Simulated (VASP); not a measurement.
# MoSeS in VASP: further runs

MoSeS is run at these levels: LDA; tasks: single point.

All numbers are computed with VASP 6.6.1; they aren't measurements. Logs are shortened: lines on timing, memory, paths and dates and some standing lists are left out, and cuts for length are marked.

## 1. The cell of the first run

The cell holds a sheet with vacuum, 3 atoms: a = 3.240 Å, b = 3.240 Å, c = 17.200 Å, α = 90.00°, β = 90.00°, γ = 120.00°.

## 2. Single point, LDA

Contents of INCAR:

```
SYSTEM = MoSeS
ALGO = Normal
DIPOL = 0.5 0.5 0.499
EDIFF = 1E-6
ENCUT = 400
GGA = CA
GGA_COMPAT = .False.
IDIPOL = 3
ISIF = 2
ISMEAR = 0
LASPH = .True.
LCHARG = .False.
LDIPOL = .True.
LREAL = .False.
LWAVE = .False.
NBANDS = 20
NELM = 120
NELMDL = -8
PREC = Accurate
SIGMA = 0.03
```

Contents of KPOINTS:

```
k-points
0
Gamma
  12 12 1
  0 0 0
```

Contents of POSCAR:

```
MoSeS
1.0
    3.2400000000      0.0000000000      0.0000000000
   -1.6200000000      2.8059223083      0.0000000000
    0.0000000000      0.0000000000     17.2000000000
S Mo Se
1 1 1
Direct
    0.6666670000      0.3333330000      0.4069767442
    0.3333330000      0.6666670000      0.4959302326
    0.6666670000      0.3333330000      0.5930232558
```

Potentials or basis: VASP PAW LDA potentials, release 64 (S, Mo_sv, Se).

Started as:

```bash
$ cat potpaw_LDA.64/S/POTCAR potpaw_LDA.64/Mo_sv/POTCAR potpaw_LDA.64/Se/POTCAR > POTCAR
$ mpirun -np 1 vasp_std > vasp.out
```

OUTCAR:

```text
SYSTEM = MoSeS
   EDIFF = 1E-6
   ENCUT = 400
   GGA = CA
   ISIF = 2
   ISMEAR = 0
   LASPH = .True.
   LREAL = .False.
   NELM = 120
   NELMDL = -8
   PREC = Accurate

 ion  position               nearest neighbor table
   1  0.667  0.333  0.407-   2 2.42   2 2.42   2 2.42
   2  0.333  0.667  0.496-   1 2.42   1 2.42   1 2.42   3 2.51   3 2.51   3 2.51
   3  0.667  0.333  0.593-   2 2.51   2 2.51   2 2.51

  LATTYP: Found a hexagonal cell.
 ALAT       =     3.2400000000
 C/A-ratio  =     5.3086419753

  Lattice vectors:

 A1 = (   3.2400000000,   0.0000000000,   0.0000000000)
 A2 = (  -1.6200000000,   2.8059223083,   0.0000000000)
 A3 = (   0.0000000000,   0.0000000000,  17.2000000000)

Analysis of symmetry for initial positions (statically):
=====================================================================
 Subroutine PRICEL returns:
 Original cell was already a primitive cell.

 Routine SETGRP: Setting up the symmetry group for a
 hexagonal supercell.

 Subroutine GETGRP returns: Found  6 space group operations
 (whereof  6 operations were pure point group operations)
 out of a pool of 24 trial point group operations.

The static configuration has the point symmetry C_3v.

Analysis of symmetry for dynamics (positions and initial velocities):
=====================================================================
 Subroutine PRICEL returns:
 Original cell was already a primitive cell.

 Routine SETGRP: Setting up the symmetry group for a
 hexagonal supercell.

 Subroutine GETGRP returns: Found  6 space group operations
 (whereof  6 operations were pure point group operations)
 out of a pool of 24 trial point group operations.

The dynamic configuration has the point symmetry C_3v.

 Subroutine INISYM returns: Found  6 space group operations
 (whereof  6 operations are pure point group operations),
 and found     1 'primitive' translations

----------------------------------------------------------------------------------------

                                     Primitive cell

  volume of cell :     156.3684

  direct lattice vectors                    reciprocal lattice vectors
     3.240000000  0.000000000  0.000000000     0.308641975  0.178194528  0.000000000
    -1.620000000  2.805922308  0.000000000     0.000000000  0.356389055  0.000000000
     0.000000000  0.000000000 17.200000000     0.000000000  0.000000000  0.058139535

  length of vectors
     3.240000000  3.240000000 17.200000000     0.356389055  0.356389055  0.058139535

  position of ions in fractional coordinates (direct lattice)
     0.666667000  0.333333000  0.406976744
     0.333333000  0.666667000  0.495930233
     0.666667000  0.333333000  0.593023256

  ion indices of the primitive-cell ions
   primitive index   ion index
                 1           1
                 2           2
                 3           3

----------------------------------------------------------------------------------------

 KPOINTS: k-points

Automatic generation of k-mesh.
 Grid dimensions read from file:
 generate k-points for:   12   12    1

 Generating k-lattice:

  Cartesian coordinates                     Fractional coordinates (reciprocal lattice)
     0.025720165  0.014849544  0.000000000     0.083333333  0.000000000  0.000000000
     0.000000000  0.029699088  0.000000000     0.000000000  0.083333333  0.000000000
     0.000000000  0.000000000  0.058139535     0.000000000  0.000000000  1.000000000

  Length of vectors
     0.029699088  0.029699088  0.058139535

  Shift w.r.t. Gamma in fractional coordinates (k-lattice)
     0.000000000  0.000000000  0.000000000

 Subroutine IBZKPT returns following result:
 ===========================================

 Found     19 irreducible k-points:

 Following reciprocal coordinates:
            Coordinates               Weight
  0.000000  0.000000  0.000000      1.000000
  0.083333  0.000000  0.000000      6.000000
  0.166667  0.000000  0.000000      6.000000
  0.250000  0.000000  0.000000      6.000000
  0.333333  0.000000  0.000000      6.000000
  0.416667  0.000000  0.000000      6.000000
[... 11 lines left out ...]
  0.333333  0.250000  0.000000     12.000000
  0.333333  0.333333  0.000000      2.000000
   k-points           NKPTS =     19   k-points in BZ     NKDIM =     19   number of bands    NBANDS=     20
   number of dos      NEDOS =    301   number of ions     NIONS =      3
   total plane-waves  NPLWV =  64512
   dimension x,y,z NGX =    24 NGY =   24 NGZ =  112
   dimension x,y,z NGXF=    48 NGYF=   48 NGZF=  224
   ions per type =               1   1   1
   NGX,Y,Z   is equivalent  to a cutoff of  12.31, 12.31, 10.83 a.u.
   NGXF,Y,Z  is equivalent  to a cutoff of  24.63, 24.63, 21.65 a.u.
 SYSTEM =  MoSeS
   PREC   = accura    normal or accurate (medium, high low for compatibility)
   ISTART =      0    job   : 0-new  1-cont  2-samecut
   ICHARG =      2    charge: 1-file 2-atom 10-const
   ISPIN  =      1    spin polarized calculation?
   LNONCOLLINEAR =      F non collinear calculations
   LSORBIT =      F    spin-orbit coupling
   LASPH  =      T    aspherical Exc in radial PAW
   ENCUT  =  400.0 eV  29.40 Ry    5.42 a.u.   5.28  5.28 28.05*2*pi/ulx,y,z
   NELM   =    120;   NELMIN=  2; NELMDL= -8     # of ELM steps
   EDIFF  = 0.1E-05   stopping-criterion for ELM
   LREAL  =      F    real-space projection
   EDIFFG = 0.1E-04   stopping-criterion for IOM
   NSW    =      0    number of steps for IOM
   IBRION =     -1    ionic relax: 0-MD 1-quasi-New 2-CG
   NFREE  =      0    steps in history (QN), initial steepest desc. (CG)
   ISIF   =      2    stress and relaxation
   ISYM   =      2    0-nonsym 1-usesym 2-fastsym
   POTIM  = 0.5000    time-step for ionic-motion
   TEBEG  =    0.0;   TEEND  =   0.0 temperature during run
   PSTRESS=    0.0 pullay stress
   NELECT =      26.0000    total number of electrons
   NUPDOWN=      -1.0000    fix difference up-down
   EMIN   =  10.00;   EMAX   =-10.00  energy-range for DOS
   EFERMI =   0.00;   METHOD = LEGACY
   ISMEAR =     0;   SIGMA  =   0.03  broadening in eV -4-tet -1-fermi 0-gaus
   EFERMI_NEDOS =   21; number of points for ismear=-14 and -15
   IALGO  =     38    algorithm
   IMIX   =      4    mixing-type and parameters
     AMIX     =   0.40;   BMIX     =  1.00
     AMIX_MAG =   1.60;   BMIX_MAG =  1.00
  volume/ion in A,a.u.               =      52.12       351.74
  Fermi-wavevector in a.u.,A,eV,Ry     =   0.900222  1.701173 11.026155  0.810399
  Thomas-Fermi vector in A             =   2.023153
   LORBIT       =      0    0 simple, 1 ext, 2 COOP (PROOUT), +10 PAW based schemes
   GGA     = CA    functional components
   LHFCALC =     F    Hartree Fock is set to
   AEXX    =    0.0000 exact exchange contribution
   IVDW    =     0    specifies the selected vdW correction
   LEPSILON=     F    determine dielectric tensor
   LRPA    =     F    only Hartree local field effects (RPA)
 non-spin polarized calculation
 Gauss-broadening in eV      SIGMA  =   0.03
  energy-cutoff  :      400.00
  volume of cell :      156.37
 maximum number of plane-waves:      2861
 NGX is ok and might be reduce to    24
   NGX = 11   NGY = 11   NGZ = 57

 dipolmoment           0.000000      0.000000      0.000004 electrons x Angstroem

 number of electron      26.0000003 magnetization

 dipolmoment           0.000000      0.000000     -0.033181 electrons x Angstroem

 Free energy of the ion-electron system (eV)
  ---------------------------------------------------
  ext. energy  EPLUGINS =         0.00000000
  ---------------------------------------------------
  free energy    TOTEN  =       -23.37761079 eV

  energy without entropy =      -23.37761079  energy(sigma->0) =      -23.37761079

 E-fermi :  -1.1548     XC(G=0):  -4.6140

 val. band max:       -1.4647493866   @ k =   0.0000   0.0000   0.0000
 cond. band min:       0.1032207131   @ k =   0.3333   0.3333   0.0000
 fundamental gap:      1.5679700998
 Fermi energy:        -1.1548358790

 k-point     1 :       0.0000    0.0000    0.0000
  band No.  band energies     occupation
      1     -61.8972      2.00000
      2     -36.2540      2.00000
      3     -36.0479      2.00000
      4     -36.0478      2.00000
      5     -15.6974      2.00000
      6     -14.2841      2.00000
[... 12 lines left out ...]
     19       4.3711      0.00000
     20       4.6009      0.00000

 k-point     2 :       0.0833    0.0000    0.0000
  band No.  band energies     occupation
      1     -61.8952      2.00000
      2     -36.2496      2.00000
      3     -36.0701      2.00000
      4     -36.0531      2.00000
      5     -15.5988      2.00000
      6     -14.2362      2.00000
[... 12 lines left out ...]
     19       4.5360      0.00000
     20       4.9557      0.00000

 k-point     3 :       0.1667    0.0000    0.0000
  band No.  band energies     occupation
      1     -61.8895      2.00000
      2     -36.2376      2.00000
      3     -36.1297      2.00000
      4     -36.0667      2.00000
      5     -15.3174      2.00000
      6     -14.1001      2.00000
[... 12 lines left out ...]
     19       4.9202      0.00000
     20       5.5755      0.00000

 k-point     4 :       0.2500    0.0000    0.0000
  band No.  band energies     occupation
      1     -61.8818      2.00000
      2     -36.2210      2.00000
      3     -36.2098      2.00000
      4     -36.0853      2.00000
      5     -14.8985      2.00000
      6     -13.8988      2.00000
[... 314 lines left out ...]
 k-point    18 :       0.3333    0.2500    0.0000
  band No.  band energies     occupation
      1     -61.8635      2.00000
      2     -36.3128      2.00000
      3     -36.2142      2.00000
      4     -36.1819      2.00000
      5     -13.6997      2.00000
      6     -13.2816      2.00000
[... 12 lines left out ...]
     19       6.4184      0.00000
     20       7.5181      0.00000

 k-point    19 :       0.3333    0.3333    0.0000
  band No.  band energies     occupation
      1     -61.8625      2.00000
      2     -36.2894      2.00000
      3     -36.2507      2.00000
      4     -36.1795      2.00000
      5     -13.6256      2.00000
      6     -13.2342      2.00000
[... 12 lines left out ...]
     19       5.7046      0.00000
     20       7.8581      0.00000

------------------------ aborting loop because EDIFF is reached ----------------------------------------

 vacuum level on the upper side and lower side of the slab       (xc-potential included)        -0.380         0.205

  FORCE on cell =-STRESS in cart. coord.  units (eV):
  Direction    XX          YY          ZZ          XY          YZ          ZX
  --------------------------------------------------------------------------------------
  -------------------------------------------------------------------------------------
  Total       -1.8832820     -1.8832820     -0.8610379     -0.0000000      0.0000000      0.0000000
  in kB      -19.2964239    -19.2964239     -8.8223387     -0.0000000      0.0000000      0.0000000
  external PRESSURE =     -15.8050622 kB  Pullay stress =       0.0000000 kB

 VOLUME and BASIS-vectors are now :
 -----------------------------------------------------------------------------
  energy-cutoff  :      400.00
  volume of cell :      156.37
      direct lattice vectors                 reciprocal lattice vectors
     3.240000000  0.000000000  0.000000000     0.308641975  0.178194528  0.000000000
    -1.620000000  2.805922308  0.000000000     0.000000000  0.356389055  0.000000000
     0.000000000  0.000000000 17.200000000     0.000000000  0.000000000  0.058139535

 POSITION                                       TOTAL-FORCE (eV/Angst)
 -----------------------------------------------------------------------------------
      1.62000      0.93531      7.00000         0.000000     -0.000000      0.495912
     -0.00000      1.87062      8.53000        -0.000000      0.000000     -0.491509
      1.62000      0.93531     10.20000        -0.000000     -0.000000     -0.004404
 -----------------------------------------------------------------------------------
    total drift:                                0.001608     -0.000928     -0.000516

  FREE ENERGIE OF THE ION-ELECTRON SYSTEM (eV)
  ---------------------------------------------------
  free  energy   TOTEN  =       -23.3776107906 eV

  energy  without entropy=      -23.3776107906  energy(sigma->0) =      -23.37761079

 vacuum level on the upper side and lower side of the slab         4.118         4.743
```

Run time: 1.8 min. Hardware: 1 thread of Intel Xeon Platinum 8375C at 2.90GHz (Ice Lake), shared host; peak memory 0.22 GiB.

What came out:

```yaml
Free_energy: -23.3776 eV
Largest_force: 0.496 eV/Å
Band_gap_on_the_k_mesh: 1.57 eV (least direct gap 1.58 eV)
```

Forces on the atoms (eV/Å):
```
S    0.000  0.000  0.496
Mo   0.000  0.000 -0.492
Se   0.000  0.000 -0.004
```

## 3. Single point, LDA

This run uses another cell than the first one.

Contents of INCAR:

```
SYSTEM = MoSeS
ALGO = Normal ; DIPOL = 0.5 0.5 0.284
EDIFF = 1E-6 ; ENCUT = 400
GGA_COMPAT = .False. ; IDIPOL = 3
ISIF = 2 ; ISMEAR = 0
LASPH = .True. ; LCHARG = .False.
LDIPOL = .True. ; LREAL = .False.
LWAVE = .False. ; NBANDS = 20
NELM = 120 ; NELMDL = -8
PREC = Accurate ; SIGMA = 0.03
```

KPOINTS is that of step 2.

Contents of POSCAR:

```
MoSeS
1.0
    3.1813236317      0.0000000000      0.0000000000
   -1.5906618158      2.7551070827      0.0000000000
    0.0000000000      0.0000000000     30.1999999990
S Mo Se
1 1 1
Direct
    0.6666666667      0.3333333333      0.2318149761
    0.3333333333      0.6666666667      0.2821044621
    0.6666666667      0.3333333333      0.3380673168
```

Potentials or basis: VASP PAW LDA potentials, release 64 (S, Mo_sv, Se).

Started as:

```bash
$ cat potpaw_LDA.64/S/POTCAR potpaw_LDA.64/Mo_sv/POTCAR potpaw_LDA.64/Se/POTCAR > POTCAR
$ mpirun -np 1 vasp_std > vasp.out
```

Run time: 3.8 min. Hardware: 1 thread of Intel Xeon Platinum 8375C at 2.90GHz (Ice Lake), shared host; peak memory 0.29 GiB.

The run converged. Its results:

* Free energy: -23.4122 eV
* Largest force: 0.081 eV/Å
* Band gap on the k mesh: 1.76 eV

Forces in eV/Å, atoms in the order of the input:
```
S    0.000  0.000 -0.021
Mo   0.000  0.000 -0.060
Se   0.000  0.000  0.081
```

Levels at points of the mesh, in eV from the valence-band top:
```csv
k point,band 10,band 11,band 12,band 13,band 14,band 15,band 16,band 17
"(0.00, 0.00, 0.00)",-2.02,-1.15,-1.15,-0.10,3.03,3.03,3.41,3.41
"(0.50, 0.00, 0.00)",-3.03,-1.92,-0.62,-0.61,2.31,2.71,3.84,4.46
```
